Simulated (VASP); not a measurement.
# Cu2O (Pn-3m) in VASP: a series of runs, part 2 of 2

VASP 6.6.1.

## Step 4: Relaxation of cell and atoms, PBEsol

This run uses another cell than the first one, of 12.76 Å³/atom.

Contents of INCAR:

```
SYSTEM = Cu2O
PREC     = Accurate       ! precision mode
ENCUT    = 600            ! plane-wave cutoff, eV
EDIFF    = 1E-7           ! SCF threshold, eV
ISMEAR   = 0              ! smearing method
SIGMA    = 0.02           ! smearing width, eV
LREAL    = .False.        ! projectors in reciprocal space
LASPH    = .True.         ! aspherical terms in the spheres
NELM     = 120            ! most SCF steps
ALGO     = Normal         ! electronic algorithm
ISIF     = 3              ! what is computed and relaxed
LWAVE    = .False.        ! write WAVECAR
LCHARG   = .False.        ! write CHGCAR
GGA      = PS             ! functional
IBRION   = 2              ! ionic algorithm
NSW      = 100            ! ionic steps
EDIFFG   = -0.005         ! ionic threshold
GGA_COMPAT= .False.      
NELMIN   = 4
```

Contents of KPOINTS:

```
regular mesh
0
Gamma
  8 8 8
  0 0 0
```

Contents of POSCAR:

```
Cu2O
1.0
    4.2466993200      0.0000000000      0.0000000000
    0.0000000000      4.2466993200      0.0000000000
    0.0000000000      0.0000000000      4.2466993200
Cu O
4 2
Direct
    0.2500000000      0.2500000000      0.7500000000
    0.7500000000      0.2500000000      0.2500000000
    0.2500000000      0.7500000000      0.2500000000
    0.7500000000      0.7500000000      0.7500000000
    0.5000000000      0.5000000000      0.5000000000
    0.0000000000      0.0000000000      0.0000000000
```

Potentials or basis: VASP PAW PBE potentials, release 64 (Cu, O).

The run is started by

```bash
$ cat potpaw_PBE.64/Cu/POTCAR potpaw_PBE.64/O/POTCAR > POTCAR
$ mpirun -np 1 vasp_std > vasp.out
```

OUTCAR:

```text
SYSTEM = Cu2O
   PREC = Accurate
   ENCUT = 600
   EDIFF = 1E-7
   ISMEAR = 0
   LREAL = .False.
   LASPH = .True.
   NELM = 120
   ISIF = 3
   GGA = PS
   IBRION = 2
   NSW = 100
   EDIFFG = -0.005
   NELMIN = 4

 ion  position               nearest neighbor table
   1  0.250  0.250  0.750-   5 1.84   6 1.84
   2  0.750  0.250  0.250-   5 1.84   6 1.84
   3  0.250  0.750  0.250-   5 1.84   6 1.84
   4  0.750  0.750  0.750-   5 1.84   6 1.84
   5  0.500  0.500  0.500-   1 1.84   2 1.84   3 1.84   4 1.84
   6  0.000  0.000  0.000-   1 1.84   2 1.84   3 1.84   4 1.84

  LATTYP: Found a simple cubic cell.
 ALAT       =     4.2466993200

  Lattice vectors:

 A1 = (   4.2466993200,   0.0000000000,   0.0000000000)
 A2 = (   0.0000000000,   4.2466993200,   0.0000000000)
 A3 = (   0.0000000000,   0.0000000000,   4.2466993200)

Analysis of symmetry for initial positions (statically):
=====================================================================
 Subroutine PRICEL returns:
 Original cell was already a primitive cell.

 Routine SETGRP: Setting up the symmetry group for a
 simple cubic supercell.

 Subroutine GETGRP returns: Found 48 space group operations
 (whereof 24 operations were pure point group operations)
 out of a pool of 48 trial point group operations.

The static configuration has the point symmetry T_d .
 The point group associated with its full space group is O_h .

Analysis of symmetry for dynamics (positions and initial velocities):
=====================================================================
 Subroutine PRICEL returns:
 Original cell was already a primitive cell.

 Routine SETGRP: Setting up the symmetry group for a
 simple cubic supercell.

 Subroutine GETGRP returns: Found 48 space group operations
 (whereof 24 operations were pure point group operations)
 out of a pool of 48 trial point group operations.

The dynamic configuration has the point symmetry T_d .
[... 134 lines left out ...]
   LHFCALC =     F    Hartree Fock is set to
   AEXX    =    0.0000 exact exchange contribution
   IVDW    =     0    specifies the selected vdW correction
   LEPSILON=     F    determine dielectric tensor
   LRPA    =     F    only Hartree local field effects (RPA)
 conjugate gradient relaxation of ions
 non-spin polarized calculation
 Gauss-broadening in eV      SIGMA  =   0.02
  energy-cutoff  :      600.00
  volume of cell :       76.59
 maximum number of plane-waves:      2569
 NGX is ok and might be reduce to    36
   NGX = 17   NGY = 17   NGZ = 17

--------------------------------------- Ionic step        1  -------------------------------------------

 number of electron      55.9999990 magnetization

 Free energy of the ion-electron system (eV)
  ---------------------------------------------------
  ext. energy  EPLUGINS =         0.00000000
  ---------------------------------------------------
  free energy    TOTEN  =       -29.96913907 eV

  energy without entropy =      -29.96913907  energy(sigma->0) =      -29.96913907

------------------------ aborting loop because EDIFF is reached ----------------------------------------

  FORCE on cell =-STRESS in cart. coord.  units (eV):
  Direction    XX          YY          ZZ          XY          YZ          ZX
  --------------------------------------------------------------------------------------
  -------------------------------------------------------------------------------------
  Total       -0.6678330     -0.6678330     -0.6678330     -0.0000000     -0.0000000      0.0000000
  in kB      -13.9708840    -13.9708840    -13.9708840     -0.0000000     -0.0000000      0.0000000
  external PRESSURE =     -13.9708840 kB  Pullay stress =       0.0000000 kB
[... 67 lines left out ...]
--------------------------------------- Ionic step        3  -------------------------------------------

 number of electron      56.0000013 magnetization

 Free energy of the ion-electron system (eV)
  ---------------------------------------------------
  ext. energy  EPLUGINS =         0.00000000
  ---------------------------------------------------
  free energy    TOTEN  =       -29.97287112 eV

  energy without entropy =      -29.97287112  energy(sigma->0) =      -29.97287112

 E-fermi :   4.9550     XC(G=0): -11.3915

 val. band max:        4.8381352042   @ k =   0.0000   0.0000   0.0000
 cond. band min:       5.3900729920   @ k =   0.0000   0.0000   0.0000
 fundamental gap:      0.5519377878
 Fermi energy:         4.9550148103

 k-point     1 :       0.0000    0.0000    0.0000
  band No.  band energies     occupation
      1     -15.4334      2.00000
      2     -14.6356      2.00000
      3      -2.6458      2.00000
      4      -2.6458      2.00000
      5      -2.6458      2.00000
      6      -0.1973      2.00000
[... 853 lines left out ...]
     32       8.7039      0.00000
     33      10.7226      0.00000

 [... further k-points ...]

------------------------ aborting loop because EDIFF is reached ----------------------------------------

  FORCE on cell =-STRESS in cart. coord.  units (eV):
  Direction    XX          YY          ZZ          XY          YZ          ZX
  --------------------------------------------------------------------------------------
  -------------------------------------------------------------------------------------
  Total        0.0052617      0.0052617      0.0052617      0.0000000      0.0000000      0.0000000
  in kB        0.1113054      0.1113054      0.1113054      0.0000000      0.0000000      0.0000000
  external PRESSURE =       0.1113054 kB  Pullay stress =       0.0000000 kB
[... 21 lines left out ...]
  FREE ENERGIE OF THE ION-ELECTRON SYSTEM (eV)
  ---------------------------------------------------
  free  energy   TOTEN  =       -29.9728711194 eV

  energy  without entropy=      -29.9728711194  energy(sigma->0) =      -29.97287112

 reached required accuracy - stopping structural energy minimisation
```

OSZICAR:

```text
N       E                     dE             d eps       ncg     rms          rms(c)
DAV:   1     0.550108566509E+03    0.55011E+03   -0.28047E+04  2310   0.297E+03
[... 32 lines left out ...]
DAV:   4    -0.299731385688E+02    0.57179E-03   -0.11342E-03  3411   0.562E-01    0.119E-01
DAV:   5    -0.299729173558E+02    0.22121E-03   -0.67621E-04  4059   0.491E-01    0.494E-02
DAV:   6    -0.299728687896E+02    0.48566E-04   -0.24037E-04  3772   0.207E-01    0.787E-03
DAV:   7    -0.299728704973E+02   -0.17077E-05   -0.23521E-05  2999   0.313E-02    0.320E-03
DAV:   8    -0.299728710381E+02   -0.54082E-06   -0.65972E-07  2531   0.844E-03    0.523E-04
DAV:   9    -0.299728711393E+02   -0.10119E-06   -0.33793E-08  1254   0.220E-03    0.247E-04
DAV:  10    -0.299728711194E+02    0.19905E-07   -0.94213E-09  1227   0.165E-03
   3 F= -.29972871E+02 E0= -.29972871E+02  d E =-.373205E-02
```

CONTCAR:

```text
Cu2O
   1.00000000000000
     4.2309849847689698   -0.0000000000000000    0.0000000000000000
    -0.0000000000000000    4.2309849847689698    0.0000000000000000
     0.0000000000000000   -0.0000000000000000    4.2309849847689698
  Cu              O
     4     2
Direct
     0.2500000000000000    0.2500000000000000    0.7500000000000000
     0.7500000000000000    0.2500000000000000    0.2500000000000000
     0.2500000000000000    0.7500000000000000    0.2500000000000000
     0.7500000000000000    0.7500000000000000    0.7500000000000000
     0.5000000000000000    0.5000000000000000    0.5000000000000000
     0.0000000000000000    0.0000000000000000    0.0000000000000000

  0.00000000E+00  0.00000000E+00  0.00000000E+00
  0.00000000E+00  0.00000000E+00  0.00000000E+00
  0.00000000E+00  0.00000000E+00  0.00000000E+00
  0.00000000E+00  0.00000000E+00  0.00000000E+00
  0.00000000E+00  0.00000000E+00  0.00000000E+00
  0.00000000E+00  0.00000000E+00  0.00000000E+00
```

It took 5.4 min on 1 thread of Intel Xeon 8259CL, shared host; peak memory 0.26 GiB.

What came out:

```
Free energy                           : -29.9729 eV
Relaxed volume                        : 12.62 Å³/atom
Relaxed cell                          : a = 4.231 Å, b = 4.231 Å, c = 4.231 Å, α = 90.00°, β = 90.00°, γ = 90.00°
Space group after relaxing (to 0.1 Å) : Pn-3m (No. 224)
Energy gained by relaxing             : 0.6 meV/atom
Ionic steps                           : 3
Pressure after relaxing               : 0.0 GPa
Band gap on the k mesh                : 0.55 eV
```

Step by step:
```
step  energy change (eV)  largest force (eV/Å)  pressure (GPa)  volume (Å³)
   1              0.0000                0.0000           -1.40        76.59
   2             -0.0030                0.0000            0.65        75.36
   3             -0.0037                0.0000            0.01        75.74
```

Final structure:
```
CELL_PARAMETERS angstrom
4.23098 0.00000 0.00000
0.00000 4.23098 0.00000
0.00000 0.00000 4.23098
ATOMIC_POSITIONS crystal
Cu 0.25000 0.25000 0.75000
Cu 0.75000 0.25000 0.25000
Cu 0.25000 0.75000 0.25000
Cu 0.75000 0.75000 0.75000
O 0.50000 0.50000 0.50000
O 0.00000 0.00000 0.00000
```

Levels at points of the mesh, in eV from the valence-band top:
```tsv
k point	band 26	band 27	band 28	band 29	band 30	band 31
(0.00, 0.00, 0.00)	0.00	0.00	0.00	0.55	1.11	1.11
(0.50, 0.00, 0.00)	-1.23	-0.41	-0.41	2.29	2.29	4.18
(0.50, 0.50, 0.00)	-1.24	-0.68	-0.68	1.88	1.88	3.87
(0.50, 0.50, 0.50)	-0.59	-0.59	-0.59	2.37	2.37	2.37
```

Caveat: the PAW data sets were made with another functional, which shifts forces and pressure a little. A k mesh can miss the band edges.

## Step 5: The runs side by side

| task | cell | smearing | gap on the mesh (eV) | pressure (GPa) |
| --- | --- | --- | --- | --- |
| single point | a = 4.223 Å, 6 atoms | gaussian 0.02 eV | 0.57 | 0.8 |
| single point | a = 4.223 Å, 6 atoms | gaussian 0.01 eV | 0.57 | 0.8 |
| relaxation of cell and atoms | relaxed from a = 4.247 Å, 6 atoms | gaussian 0.02 eV | 0.55 | 0.0 |

Alike in all rows: level PBEsol; potentials or basis VASP PAW PBE potentials, release 64 (Cu, O); no spin polarisation; k mesh 8 × 8 × 8; cutoff (eV) 600.

Caveats: the PAW data sets were made with another functional, which shifts forces and pressure a little.

Total energies depend on the potentials used, so only differences within one code and one set of settings carry meaning.
